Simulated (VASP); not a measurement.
# Zn (R-3m) in VASP: further runs

Runs on Zn. Level: PBEsol. Tasks: single point.

Program: VASP 6.6.1. These are calculated values, not measurements. Logs are shortened: lines on timing, memory, paths and dates and some standing lists are left out, and cuts for length are marked.

## Step 1: The cell of the first run

The structure is trigonal, space group R-3m (No. 166). The conventional cell has a = 3.688 Å, b = 3.688 Å, c = 3.358 Å, α = 90.00°, β = 90.00°, γ = 120.00°. Within 3.2 Å of Zn (site symmetry -3m) lie 12 Zn at 2.41 to 3.09 Å.

## Step 2: Single point, PBEsol

Contents of INCAR:

```
SYSTEM = Zn
PREC = Accurate
ENCUT = 520
EDIFF = 1E-7
ISMEAR = 0
SIGMA = 0.15
LREAL = .False.
LASPH = .True.
NELM = 100
ALGO = Fast
ISIF = 2
LWAVE = .False.
LCHARG = .False.
GGA = PS
NBANDS = 12
```

Contents of KPOINTS:

```
regular mesh
0
Gamma
  22 22 22
  0 0 0
```

Contents of POSCAR:

```
Zn
1.0
   -1.0921308701      1.5154239332      1.5154239332
    1.5154239332     -1.0921308701      1.5154239332
    1.5154239332      1.5154239332     -1.0921308701
Zn
1
Direct
    0.0000000000      0.0000000000      0.0000000000
```

Potentials or basis: VASP PAW PBE potentials, release 64 (Zn).

The run is started by

```sh
$ cat potpaw_PBE.64/Zn/POTCAR > POTCAR
$ mpirun -np 1 vasp_std > vasp.out
```

OUTCAR:

```text
SYSTEM = Zn
   PREC = Accurate
   ENCUT = 520
   EDIFF = 1E-7
   ISMEAR = 0
   LREAL = .False.
   LASPH = .True.
   NELM = 100
   ISIF = 2
   GGA = PS

 ion  position               nearest neighbor table
   1  0.000  0.000  0.000-

  LATTYP: Found a trigonal (rhomboedric) cell.
 ALAT       =     2.4053625989
 COS(alpha) =    -0.1751837620

  Lattice vectors:

 A1 = (  -1.0921308701,   1.5154239332,   1.5154239332)
 A2 = (   1.5154239332,  -1.0921308701,   1.5154239332)
 A3 = (   1.5154239332,   1.5154239332,  -1.0921308701)

Analysis of symmetry for initial positions (statically):
=====================================================================
 Subroutine PRICEL returns:
 Original cell was already a primitive cell.

 Routine SETGRP: Setting up the symmetry group for a
 trigonal (rhombohedral) supercell.

 Subroutine GETGRP returns: Found 12 space group operations
 (whereof 12 operations were pure point group operations)
 out of a pool of 12 trial point group operations.

The static configuration has the point symmetry D_3d.

Analysis of symmetry for dynamics (positions and initial velocities):
=====================================================================
 Subroutine PRICEL returns:
 Original cell was already a primitive cell.

 Routine SETGRP: Setting up the symmetry group for a
 trigonal (rhombohedral) supercell.

 Subroutine GETGRP returns: Found 12 space group operations
 (whereof 12 operations were pure point group operations)
 out of a pool of 12 trial point group operations.

The dynamic configuration has the point symmetry D_3d.

 Subroutine INISYM returns: Found 12 space group operations
 (whereof 12 operations are pure point group operations),
 and found     1 'primitive' translations

----------------------------------------------------------------------------------------

                                     Primitive cell

  volume of cell :      13.1820

  direct lattice vectors                    reciprocal lattice vectors
    -1.092130870  1.515423933  1.515423933    -0.083732352  0.299768696  0.299768696
     1.515423933 -1.092130870  1.515423933     0.299768696 -0.083732352  0.299768696
     1.515423933  1.515423933 -1.092130870     0.299768696  0.299768696 -0.083732352

  length of vectors
     2.405362599  2.405362599  2.405362599     0.432126890  0.432126890  0.432126890

  position of ions in fractional coordinates (direct lattice)
     0.000000000  0.000000000  0.000000000

  ion indices of the primitive-cell ions
   primitive index   ion index
                 1           1

----------------------------------------------------------------------------------------

 KPOINTS: regular mesh

Automatic generation of k-mesh.
 Grid dimensions read from file:
 generate k-points for:   22   22   22

 Generating k-lattice:

  Cartesian coordinates                     Fractional coordinates (reciprocal lattice)
    -0.003806016  0.013625850  0.013625850     0.045454545  0.000000000  0.000000000
     0.013625850 -0.003806016  0.013625850     0.000000000  0.045454545  0.000000000
     0.013625850  0.013625850 -0.003806016     0.000000000  0.000000000  0.045454545

  Length of vectors
     0.019642131  0.019642131  0.019642131

  Shift w.r.t. Gamma in fractional coordinates (k-lattice)
     0.000000000  0.000000000  0.000000000

 Subroutine IBZKPT returns following result:
 ===========================================

 Found   1024 irreducible k-points:

 Following reciprocal coordinates:
            Coordinates               Weight
  0.000000  0.000000  0.000000      1.000000
  0.045455  0.000000  0.000000      6.000000
  0.090909  0.000000  0.000000      6.000000
  0.136364  0.000000  0.000000      6.000000
  0.181818  0.000000  0.000000      6.000000
  0.227273  0.000000  0.000000      6.000000
[... 16 lines left out ...]
  0.500000  0.045455  0.000000     12.000000
 -0.454545  0.045455  0.000000     12.000000
 [... further k-points ...]
   k-points           NKPTS =   1024   k-points in BZ     NKDIM =   1024   number of bands    NBANDS=     12
   number of dos      NEDOS =    301   number of ions     NIONS =      1
   total plane-waves  NPLWV =   5832
   dimension x,y,z NGX =    18 NGY =   18 NGZ =   18
   dimension x,y,z NGXF=    36 NGYF=   36 NGZF=   36
   ions per type =               1
   NGX,Y,Z   is equivalent  to a cutoff of  12.44, 12.44, 12.44 a.u.
   NGXF,Y,Z  is equivalent  to a cutoff of  24.88, 24.88, 24.88 a.u.
 SYSTEM =  Zn
   PREC   = accura    normal or accurate (medium, high low for compatibility)
   ISTART =      0    job   : 0-new  1-cont  2-samecut
   ICHARG =      2    charge: 1-file 2-atom 10-const
   ISPIN  =      1    spin polarized calculation?
   LNONCOLLINEAR =      F non collinear calculations
   LSORBIT =      F    spin-orbit coupling
   LASPH  =      T    aspherical Exc in radial PAW
   ENCUT  =  520.0 eV  38.22 Ry    6.18 a.u.   4.47  4.47  4.47*2*pi/ulx,y,z
   NELM   =    100;   NELMIN=  2; NELMDL= -5     # of ELM steps
   EDIFF  = 0.1E-06   stopping-criterion for ELM
   LREAL  =      F    real-space projection
   EDIFFG = 0.1E-05   stopping-criterion for IOM
   NSW    =      0    number of steps for IOM
   IBRION =     -1    ionic relax: 0-MD 1-quasi-New 2-CG
   NFREE  =      0    steps in history (QN), initial steepest desc. (CG)
   ISIF   =      2    stress and relaxation
   ISYM   =      2    0-nonsym 1-usesym 2-fastsym
   POTIM  = 0.5000    time-step for ionic-motion
   TEBEG  =    0.0;   TEEND  =   0.0 temperature during run
   PSTRESS=    0.0 pullay stress
   NELECT =      12.0000    total number of electrons
   NUPDOWN=      -1.0000    fix difference up-down
   EMIN   =  10.00;   EMAX   =-10.00  energy-range for DOS
   EFERMI =   0.00;   METHOD = LEGACY
   ISMEAR =     0;   SIGMA  =   0.15  broadening in eV -4-tet -1-fermi 0-gaus
   EFERMI_NEDOS =   21; number of points for ismear=-14 and -15
   IALGO  =     68    algorithm
   IMIX   =      4    mixing-type and parameters
     AMIX     =   0.40;   BMIX     =  1.00
     AMIX_MAG =   1.60;   BMIX_MAG =  1.00
  volume/ion in A,a.u.               =      13.18        88.96
  Fermi-wavevector in a.u.,A,eV,Ry     =   1.586627  2.998290 34.251101  2.517385
  Thomas-Fermi vector in A             =   2.685909
   LORBIT       =      0    0 simple, 1 ext, 2 COOP (PROOUT), +10 PAW based schemes
   GGA     = PS    functional components
   LHFCALC =     F    Hartree Fock is set to
   AEXX    =    0.0000 exact exchange contribution
   IVDW    =     0    specifies the selected vdW correction
   LEPSILON=     F    determine dielectric tensor
   LRPA    =     F    only Hartree local field effects (RPA)
 non-spin polarized calculation
 RMM-DIIS sequential band-by-band and
 Gauss-broadening in eV      SIGMA  =   0.15
  energy-cutoff  :      520.00
  volume of cell :       13.18
 maximum number of plane-waves:       365
 NGX is ok and might be reduce to    18
   NGX =  9   NGY =  9   NGZ =  9

 number of electron      11.9999971 magnetization

 Free energy of the ion-electron system (eV)
  ---------------------------------------------------
  ext. energy  EPLUGINS =         0.00000000
  ---------------------------------------------------
  free energy    TOTEN  =        -1.21515993 eV

  energy without entropy =       -1.21206025  energy(sigma->0) =       -1.21361009

 E-fermi :   3.7878     XC(G=0): -12.4376

 val. band max:        3.7874885378   @ k =   0.3636   0.3182   0.1818
 cond. band min:       3.7887618210   @ k =   0.5000   0.4545   0.1818
 fundamental gap:      0.0012732833
 Fermi energy:         3.7878019754

 k-point     1 :       0.0000    0.0000    0.0000
  band No.  band energies     occupation
      1      -7.5994      2.00000
      2      -4.9835      2.00000
      3      -4.9835      2.00000
      4      -3.4512      2.00000
      5      -3.3152      2.00000
      6      -3.3152      2.00000
      7      19.8636      0.00000
      8      20.1303      0.00000
      9      20.1303      0.00000
     10      23.1483      0.00000
     11      23.1483      0.00000
     12      27.0380      0.00000

 k-point     2 :       0.0455    0.0000    0.0000
  band No.  band energies     occupation
      1      -7.5394      2.00000
      2      -4.9813      2.00000
      3      -4.9676      2.00000
      4      -3.4552      2.00000
      5      -3.3230      2.00000
      6      -3.3187      2.00000
      7      18.8636      0.00000
      8      19.9762      0.00000
      9      20.1102      0.00000
     10      23.2755      0.00000
     11      24.1126      0.00000
     12      27.4090      0.00000

 k-point     3 :       0.0909    0.0000    0.0000
  band No.  band energies     occupation
      1      -7.3617      2.00000
      2      -4.9753      2.00000
      3      -4.9195      2.00000
      4      -3.4685      2.00000
      5      -3.3454      2.00000
      6      -3.3264      2.00000
      7      16.8579      0.00000
      8      20.0255      0.00000
      9      20.0662      0.00000
     10      23.6397      0.00000
     11      25.3069      0.00000
     12      28.6980      0.00000
[... 286 lines left out ...]
 k-point    23 :       0.5000    0.0455    0.0000
  band No.  band energies     occupation
      1      -5.1572      2.00000
      2      -4.9238      2.00000
      3      -3.6555      2.00000
      4      -3.5982      2.00000
      5      -3.3064      2.00000
      6      -0.2052      2.00000
      7       1.6374      2.00000
      8      20.2189      0.00000
      9      21.2226      0.00000
     10      24.7190      0.00000
     11      27.0241      0.00000
     12      31.5910      0.00000

 k-point    24 :      -0.4545    0.0455    0.0000
  band No.  band energies     occupation
      1      -5.1660      2.00000
      2      -4.9184      2.00000
      3      -3.6754      2.00000
      4      -3.6023      2.00000
      5      -3.3090      2.00000
      6      -1.0157      2.00000
      7       2.6299      2.00000
      8      20.7962      0.00000
      9      21.2990      0.00000
     10      24.5957      0.00000
     11      26.6670      0.00000
     12      30.1878      0.00000

 [... further k-points ...]

------------------------ aborting loop because EDIFF is reached ----------------------------------------

  FORCE on cell =-STRESS in cart. coord.  units (eV):
  Direction    XX          YY          ZZ          XY          YZ          ZX
  --------------------------------------------------------------------------------------
  -------------------------------------------------------------------------------------
  Total        1.8018206      1.8018206      1.8018206     -0.5216226     -0.5216226     -0.5216226
  in kB      218.9983340    218.9983340    218.9983340    -63.3994791    -63.3994791    -63.3994791
  external PRESSURE =     218.9983340 kB  Pullay stress =       0.0000000 kB

 VOLUME and BASIS-vectors are now :
 -----------------------------------------------------------------------------
  energy-cutoff  :      520.00
  volume of cell :       13.18
      direct lattice vectors                 reciprocal lattice vectors
    -1.092130870  1.515423933  1.515423933    -0.083732352  0.299768696  0.299768696
     1.515423933 -1.092130870  1.515423933     0.299768696 -0.083732352  0.299768696
     1.515423933  1.515423933 -1.092130870     0.299768696  0.299768696 -0.083732352

 POSITION                                       TOTAL-FORCE (eV/Angst)
 -----------------------------------------------------------------------------------
      0.00000      0.00000      0.00000        -0.000000      0.000000      0.000000
 -----------------------------------------------------------------------------------
    total drift:                                0.000000      0.000000      0.000000

  FREE ENERGIE OF THE ION-ELECTRON SYSTEM (eV)
  ---------------------------------------------------
  free  energy   TOTEN  =        -1.2151599323 eV

  energy  without entropy=       -1.2120602474  energy(sigma->0) =       -1.21361009
```

Run time: 86 s. Hardware: 1 thread of Intel Xeon Platinum 8488C (Sapphire Rapids), shared host; peak memory 0.25 GiB.

What came out:

- Free energy: -1.2152 eV
- Pressure: 21.9 GPa
- Band gap on the k mesh: zero (band 6 reaches 8.82 eV, above the bottom of band 7 at 1.57 eV)

Caveat: the PAW data sets were made with another functional, which shifts forces and pressure a little.

## Step 3: Single point, PBEsol

Contents of INCAR:

```
  PREC = Accurate
  ENCUT = 520
  EDIFF = 1E-6
  ISMEAR = 0
  SIGMA = 0.15
  LREAL = F
  LASPH = T
  NELM = 100
  ALGO = Fast
  ISIF = 2
  LWAVE = F
  LCHARG = T
  GGA = PS
  LELF = T
  LVHAR = T
  NBANDS = 12
```

Contents of KPOINTS:

```
Automatic mesh
0
Gamma
  22 22 22
```

Contents of POSCAR:

```
Zn
1.0
   -0.6811390613      1.6034125445      1.6034125445
    1.6034125445     -0.6811390613      1.6034125445
    1.6034125445      1.6034125445     -0.6811390613
Zn
1
Direct
    0.0000000000      0.0000000000      0.0000000000
```

Potentials or basis: VASP PAW PBE potentials, release 64 (Zn).

The run is started by

```sh
$ cat potpaw_PBE.64/Zn/POTCAR > POTCAR
$ mpirun -np 1 vasp_std > vasp.out
```

Run time: 74 s. Hardware: 1 thread of Intel Xeon Platinum 8488C (Sapphire Rapids), shared host; peak memory 0.25 GiB.

It converged, with:

```yaml
Free_energy: -1.0581 eV
Pressure: 28.0 GPa
Band_gap_on_the_k_mesh: zero (band 6 reaches 8.83 eV, above the bottom of band 7 at 1.28 eV)
```

Stress tensor (GPa, compression positive):
```
28.02  2.87  2.87
 2.87 28.02  2.87
 2.87  2.87 28.02
```

Levels at points of the mesh, in eV from the Fermi level:
| k point | band 3 | band 4 | band 5 | band 6 | band 7 | band 8 | band 9 | band 10 |
| --- | --- | --- | --- | --- | --- | --- | --- | --- |
| (0.00, 0.00, 0.00) | -9.11 | -7.13 | -7.13 | -7.10 | 15.15 | 15.15 | 15.23 | 18.38 |
| (0.50, 0.00, 0.00) | -7.71 | -7.64 | -7.07 | -4.28 | -2.55 | 20.25 | 20.29 | 23.10 |
| (0.50, 0.50, 0.00) | -7.59 | -7.56 | -6.66 | 0.48 | 2.16 | 4.43 | 7.26 | 24.51 |
| (0.50, 0.50, 0.50) | -8.66 | -6.64 | -6.64 | 4.91 | 7.88 | 7.88 | 10.34 | 12.08 |

Caveat: the PAW data sets were made with another functional, which shifts forces and pressure a little.

(Continued in part 2 of 2.)
